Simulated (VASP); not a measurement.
# AgCl (P4/mmm) in VASP: single point with PBEsol

Aim: the single point of AgCl with PBEsol.

Program: VASP 6.6.1. These are calculated values, not measurements. Logs are shortened: lines on timing, memory, paths and dates and some standing lists are left out, and cuts for length are marked.

**1. The cell of the first run**

The structure is tetragonal, space group P4/mmm (No. 123). Conventional cell: a = 3.331 Å, b = 3.331 Å, c = 3.098 Å, α = 90.00°, β = 90.00°, γ = 90.00°. Within 3.7 Å of Ag (site symmetry 4/mmm) lie 8 Cl at 2.82 Å and 6 Ag at 3.10 to 3.33 Å. Cl (site symmetry 4/mmm) has 8 Ag at 2.82 Å and 6 Cl at 3.10 to 3.33 Å within 3.7 Å.

**2. Single point, PBEsol (mode 1 frozen in at +0.000 Å, normal strain along x -0.0700)**

Input file INCAR:

```
PREC = Accurate ; ENCUT = 520
EDIFF = 1E-6 ; ISMEAR = 0
SIGMA = 0.05 ; LREAL = False
LASPH = True ; NELM = 100
ALGO = Normal ; ISIF = 2
LWAVE = False ; LCHARG = False
GGA = PS ; NBANDS = 26
```

Input file KPOINTS:

```
Automatic mesh
0
Gamma
  10 10 6
```

Input file POSCAR:

```
AgCl
1.0
    3.0979780550      0.0000000000      0.0000000000
    0.0000000000      3.3311591989      0.0000000000
    0.0000000000      0.0000000000      6.6623183978
Ag Cl
2 2
Direct
    0.0000000000      0.0000000000      0.0000000000
    0.0000000000      0.0000000000      0.5000000000
    0.5000000000      0.5000000000      0.2500000000
    0.5000000000      0.5000000000      0.7500000000
```

Potentials or basis: VASP PAW PBE potentials, release 64 (Ag, Cl).

Started as:

```
cat potpaw_PBE.64/Ag/POTCAR potpaw_PBE.64/Cl/POTCAR > POTCAR
mpirun -np 1 vasp_std > vasp.out
```

OUTCAR:

```text
PREC = Accurate
   ENCUT = 520
   EDIFF = 1E-6
   ISMEAR = 0
   LREAL = False
   LASPH = True
   NELM = 100
   ISIF = 2
   GGA = PS

 ion  position               nearest neighbor table
   1  0.000  0.000  0.000-   3 2.82   4 2.82   3 2.82   4 2.82   3 2.82   4 2.82   3 2.82   4 2.82
                             2 3.33   2 3.33
   2  0.000  0.000  0.500-   3 2.82   4 2.82   3 2.82   4 2.82   3 2.82   4 2.82   3 2.82   4 2.82
                             1 3.33   1 3.33
   3  0.500  0.500  0.250-   1 2.82   2 2.82   1 2.82   2 2.82   1 2.82   2 2.82   1 2.82   2 2.82

   4  0.500  0.500  0.750-   1 2.82   2 2.82   1 2.82   2 2.82   1 2.82   2 2.82   1 2.82   2 2.82

  LATTYP: Found a simple orthorhombic cell.
 ALAT       =     3.0979780550
 B/A-ratio  =     1.0752688172
 C/A-ratio  =     2.1505376344

  Lattice vectors:

 A1 = (   3.0979780550,   0.0000000000,   0.0000000000)
 A2 = (   0.0000000000,   3.3311591989,   0.0000000000)
 A3 = (   0.0000000000,   0.0000000000,   6.6623183978)

Analysis of symmetry for initial positions (statically):
=====================================================================
 Subroutine PRICEL returns following result:

  LATTYP: Found a simple tetragonal cell.
 ALAT       =     3.3311591989
 C/A-ratio  =     0.9300000000

  Lattice vectors:

 A1 = (   0.0000000000,   3.3311591989,   0.0000000000)
 A2 = (   0.0000000000,   0.0000000000,   3.3311591989)
 A3 = (   3.0979780550,   0.0000000000,   0.0000000000)

   2 primitive cells build up your supercell.

 Routine SETGRP: Setting up the symmetry group for a
 simple orthorhombic supercell.

 Subroutine GETGRP returns: Found  8 space group operations
 (whereof  8 operations were pure point group operations)
 out of a pool of  8 trial point group operations.

The static configuration has the point symmetry D_2h.

Analysis of symmetry for dynamics (positions and initial velocities):
=====================================================================
 Subroutine PRICEL returns following result:

  LATTYP: Found a simple tetragonal cell.
 ALAT       =     3.3311591989
 C/A-ratio  =     0.9300000000

  Lattice vectors:

 A1 = (   0.0000000000,   3.3311591989,   0.0000000000)
 A2 = (   0.0000000000,   0.0000000000,   3.3311591989)
 A3 = (   3.0979780550,   0.0000000000,   0.0000000000)

   2 primitive cells build up your supercell.

 Routine SETGRP: Setting up the symmetry group for a
 simple orthorhombic supercell.

 Subroutine GETGRP returns: Found  8 space group operations
 (whereof  8 operations were pure point group operations)
 out of a pool of  8 trial point group operations.

The dynamic configuration has the point symmetry D_2h.

 Subroutine INISYM returns: Found  8 space group operations
 (whereof  8 operations are pure point group operations),
 and found     2 'primitive' translations

----------------------------------------------------------------------------------------

                                     Primitive cell

  volume of cell :      34.3771

  direct lattice vectors                    reciprocal lattice vectors
     0.000000000  3.331159199  0.000000000     0.000000000  0.300195800  0.000000000
     0.000000000  0.000000000  3.331159199     0.000000000  0.000000000  0.300195800
     3.097978055  0.000000000  0.000000000     0.322791183  0.000000000  0.000000000

  length of vectors
     3.331159199  3.331159199  3.097978055     0.300195800  0.300195800  0.322791183

  position of ions in fractional coordinates (direct lattice)
     0.000000000  0.000000000  0.000000000
     0.500000000  0.500000000  0.500000000

  ion indices of the primitive-cell ions
   primitive index   ion index
                 1           1
                 2           3

----------------------------------------------------------------------------------------

 KPOINTS: Automatic mesh

Automatic generation of k-mesh.
 Grid dimensions read from file:
 generate k-points for:   10   10    6

 Generating k-lattice:

  Cartesian coordinates                     Fractional coordinates (reciprocal lattice)
     0.032279118  0.000000000  0.000000000     0.100000000  0.000000000  0.000000000
     0.000000000  0.030019580  0.000000000     0.000000000  0.100000000  0.000000000
     0.000000000  0.000000000  0.025016317     0.000000000  0.000000000  0.166666667

  Length of vectors
     0.032279118  0.030019580  0.025016317

  Shift w.r.t. Gamma in fractional coordinates (k-lattice)
     0.000000000  0.000000000  0.000000000

 Subroutine IBZKPT returns following result:
 ===========================================

 Found    144 irreducible k-points:

 Following reciprocal coordinates:
            Coordinates               Weight
  0.000000  0.000000  0.000000      1.000000
  0.100000  0.000000  0.000000      2.000000
  0.200000  0.000000  0.000000      2.000000
  0.300000  0.000000  0.000000      2.000000
  0.400000  0.000000  0.000000      2.000000
  0.500000  0.000000  0.000000      1.000000
[... 16 lines left out ...]
  0.400000  0.300000  0.000000      4.000000
  0.500000  0.300000  0.000000      2.000000
 [... further k-points ...]
   k-points           NKPTS =    144   k-points in BZ     NKDIM =    144   number of bands    NBANDS=     26
   number of dos      NEDOS =    301   number of ions     NIONS =      4
   total plane-waves  NPLWV =  33600
   dimension x,y,z NGX =    24 NGY =   28 NGZ =   50
   dimension x,y,z NGXF=    48 NGYF=   56 NGZF=  100
   ions per type =               2   2
   NGX,Y,Z   is equivalent  to a cutoff of  12.88, 13.97, 12.48 a.u.
   NGXF,Y,Z  is equivalent  to a cutoff of  25.76, 27.95, 24.95 a.u.
 SYSTEM =  unknown system
   PREC   = accura    normal or accurate (medium, high low for compatibility)
   ISTART =      0    job   : 0-new  1-cont  2-samecut
   ICHARG =      2    charge: 1-file 2-atom 10-const
   ISPIN  =      1    spin polarized calculation?
   LNONCOLLINEAR =      F non collinear calculations
   LSORBIT =      F    spin-orbit coupling
   LASPH  =      T    aspherical Exc in radial PAW
   ENCUT  =  520.0 eV  38.22 Ry    6.18 a.u.   5.76  6.19 12.39*2*pi/ulx,y,z
   NELM   =    100;   NELMIN=  2; NELMDL= -5     # of ELM steps
   EDIFF  = 0.1E-05   stopping-criterion for ELM
   LREAL  =      F    real-space projection
   EDIFFG = 0.1E-04   stopping-criterion for IOM
   NSW    =      0    number of steps for IOM
   IBRION =     -1    ionic relax: 0-MD 1-quasi-New 2-CG
   NFREE  =      0    steps in history (QN), initial steepest desc. (CG)
   ISIF   =      2    stress and relaxation
   ISYM   =      2    0-nonsym 1-usesym 2-fastsym
   POTIM  = 0.5000    time-step for ionic-motion
   TEBEG  =    0.0;   TEEND  =   0.0 temperature during run
   PSTRESS=    0.0 pullay stress
   NELECT =      36.0000    total number of electrons
   NUPDOWN=      -1.0000    fix difference up-down
   EMIN   =  10.00;   EMAX   =-10.00  energy-range for DOS
   EFERMI =   0.00;   METHOD = LEGACY
   ISMEAR =     0;   SIGMA  =   0.05  broadening in eV -4-tet -1-fermi 0-gaus
   EFERMI_NEDOS =   21; number of points for ismear=-14 and -15
   IALGO  =     38    algorithm
   IMIX   =      4    mixing-type and parameters
     AMIX     =   0.40;   BMIX     =  1.00
     AMIX_MAG =   1.60;   BMIX_MAG =  1.00
  volume/ion in A,a.u.               =      17.19       115.99
  Fermi-wavevector in a.u.,A,eV,Ry     =   1.319500  2.493493 23.688824  1.741079
  Thomas-Fermi vector in A             =   2.449393
   LORBIT       =      0    0 simple, 1 ext, 2 COOP (PROOUT), +10 PAW based schemes
   GGA     = PS    functional components
   LHFCALC =     F    Hartree Fock is set to
   AEXX    =    0.0000 exact exchange contribution
   IVDW    =     0    specifies the selected vdW correction
   LEPSILON=     F    determine dielectric tensor
   LRPA    =     F    only Hartree local field effects (RPA)
 non-spin polarized calculation
 Gauss-broadening in eV      SIGMA  =   0.05
  energy-cutoff  :      520.00
  volume of cell :       68.75
 maximum number of plane-waves:      1880
 NGX is ok and might be reduce to    24
   NGX = 11   NGY = 13   NGZ = 25

 number of electron      35.9999996 magnetization

 Free energy of the ion-electron system (eV)
  ---------------------------------------------------
  ext. energy  EPLUGINS =         0.00000000
  ---------------------------------------------------
  free energy    TOTEN  =       -11.50728414 eV

  energy without entropy =      -11.50728413  energy(sigma->0) =      -11.50728413

 E-fermi :   6.3393     XC(G=0): -11.5053

 val. band max:        6.1680398876   @ k =   0.0000   0.5000   0.0000
 cond. band min:       6.5056349160   @ k =   0.0000   0.0000   0.0000
 fundamental gap:      0.3375950283
 Fermi energy:         6.3393027619

 k-point     1 :       0.0000    0.0000    0.0000
  band No.  band energies     occupation
      1      -9.6989      2.00000
      2      -9.0453      2.00000
      3      -0.5368      2.00000
      4       2.0817      2.00000
      5       2.3117      2.00000
      6       2.4829      2.00000
[... 18 lines left out ...]
     25      15.3601      0.00000
     26      16.9673      0.00000

 k-point     2 :       0.1000    0.0000    0.0000
  band No.  band energies     occupation
      1      -9.6235      2.00000
      2      -8.9916      2.00000
      3      -0.4050      2.00000
      4       2.1603      2.00000
      5       2.2833      2.00000
      6       2.5111      2.00000
[... 18 lines left out ...]
     25      15.6847      0.00000
     26      16.7593      0.00000

 k-point     3 :       0.2000    0.0000    0.0000
  band No.  band energies     occupation
      1      -9.4149      2.00000
      2      -8.8453      2.00000
      3      -0.0286      2.00000
      4       1.7107      2.00000
      5       2.2640      2.00000
      6       2.3876      2.00000
[... 18 lines left out ...]
     25      16.2725      0.00000
     26      16.6024      0.00000

 k-point     4 :       0.3000    0.0000    0.0000
  band No.  band energies     occupation
      1      -9.1304      2.00000
      2      -8.6516      2.00000
      3       0.5293      2.00000
      4       0.6593      2.00000
      5       1.7722      2.00000
      6       2.4505      2.00000
[... 18 lines left out ...]
     25      16.7676      0.00000
     26      16.7676      0.00000

 k-point     5 :       0.4000    0.0000    0.0000
  band No.  band energies     occupation
      1      -8.8723      2.00000
      2      -8.4826      2.00000
      3      -0.1632      2.00000
      4       1.1328      2.00000
      5       1.3071      2.00000
      6       2.2363      2.00000
[... 18 lines left out ...]
     25      15.8187      0.00000
     26      15.8187      0.00000

 k-point     6 :       0.5000    0.0000    0.0000
  band No.  band energies     occupation
      1      -8.7654      2.00000
      2      -8.4146      2.00000
      3      -0.4687      2.00000
      4       1.1170      2.00000
      5       1.4524      2.00000
      6       2.1627      2.00000
[... 427 lines left out ...]
 k-point    21 :       0.2000    0.3000    0.0000
  band No.  band energies     occupation
      1      -9.0586      2.00000
      2      -8.5908      2.00000
      3       0.5401      2.00000
      4       0.7380      2.00000
      5       1.2396      2.00000
      6       2.1383      2.00000
[... 18 lines left out ...]
     25      16.8073      0.00000
     26      16.8956      0.00000

 k-point    22 :       0.3000    0.3000    0.0000
  band No.  band energies     occupation
      1      -8.8285      2.00000
      2      -8.3675      2.00000
      3       0.6308      2.00000
      4       0.9043      2.00000
      5       0.9920      2.00000
      6       1.6709      2.00000
[... 18 lines left out ...]
     25      17.2876      0.00000
     26      17.4181      0.00000

 k-point    23 :       0.4000    0.3000    0.0000
  band No.  band energies     occupation
      1      -8.6248      2.00000
      2      -8.1695      2.00000
      3       0.5988      2.00000
      4       0.6696      2.00000
      5       0.7057      2.00000
      6       1.3369      2.00000
[... 18 lines left out ...]
     25      16.6497      0.00000
     26      17.1346      0.00000

 k-point    24 :       0.5000    0.3000    0.0000
  band No.  band energies     occupation
      1      -8.5420      2.00000
      2      -8.0890      2.00000
      3       0.3994      2.00000
      4       0.5464      2.00000
      5       0.6772      2.00000
      6       1.1906      2.00000
[... 18 lines left out ...]
     25      15.9767      0.00000
     26      16.7874      0.00000

 [... further k-points ...]
[... 5 lines left out ...]
  --------------------------------------------------------------------------------------
  -------------------------------------------------------------------------------------
  Total        3.9036569      1.6911107      1.6909784     -0.0000000      0.0000000      0.0000000
  in kB       90.9668410     39.4079207     39.4048358     -0.0000000      0.0000000      0.0000000
  external PRESSURE =      56.5931992 kB  Pullay stress =       0.0000000 kB

 VOLUME and BASIS-vectors are now :
 -----------------------------------------------------------------------------
  energy-cutoff  :      520.00
  volume of cell :       68.75
      direct lattice vectors                 reciprocal lattice vectors
     3.097978055  0.000000000  0.000000000     0.322791183  0.000000000  0.000000000
     0.000000000  3.331159199  0.000000000     0.000000000  0.300195800  0.000000000
     0.000000000  0.000000000  6.662318398     0.000000000  0.000000000  0.150097900

 POSITION                                       TOTAL-FORCE (eV/Angst)
 -----------------------------------------------------------------------------------
      0.00000      0.00000      0.00000        -0.000000     -0.000000      0.000000
      0.00000      0.00000      3.33116        -0.000000     -0.000000     -0.000000
      1.54899      1.66558      1.66558         0.000000      0.000000     -0.000000
      1.54899      1.66558      4.99674         0.000000      0.000000     -0.000000
 -----------------------------------------------------------------------------------
    total drift:                                0.000000     -0.000000      0.000000

  FREE ENERGIE OF THE ION-ELECTRON SYSTEM (eV)
  ---------------------------------------------------
  free  energy   TOTEN  =       -11.5072841352 eV

  energy  without entropy=      -11.5072841337  energy(sigma->0) =      -11.50728413
```

Wall time 2.4 min (1 thread of Intel Xeon 6975P-C, shared host); peak memory 0.33 GiB.

What came out:

| Property | Result |
| --- | --- |
| Free energy | -11.5073 eV |
| Pressure | 5.7 GPa |
| Band gap on the k mesh | 0.34 eV |

Levels at points of the mesh, in eV from the valence-band top:
```tsv
k point	band 16	band 17	band 18	band 19	band 20	band 21
(0.00, 0.00, 0.00)	-1.61	-0.16	0.00	0.34	4.70	5.96
(0.50, 0.00, 0.00)	-1.54	-0.23	-0.23	2.65	4.37	6.25
(0.00, 0.50, 0.00)	-0.96	-0.16	0.00	1.90	4.70	5.96
(0.50, 0.50, 0.00)	-0.50	-0.29	-0.29	2.65	3.82	3.94
(0.00, 0.00, 0.50)	-1.00	-0.65	-0.65	2.50	2.50	8.41
(0.50, 0.00, 0.50)	-1.80	-0.77	-0.77	4.04	4.04	6.47
(0.00, 0.50, 0.50)	-1.74	-0.41	-0.41	3.52	3.52	7.13
(0.50, 0.50, 0.50)	-1.71	-0.63	-0.63	3.03	3.03	6.07
```

Caveat: the cell differs from its parent crystal (mode 1 frozen in at +0.000 Å, normal strain along x -0.0700); the PAW data sets were made with another functional, which shifts forces and pressure a little. A k mesh can miss the band edges.
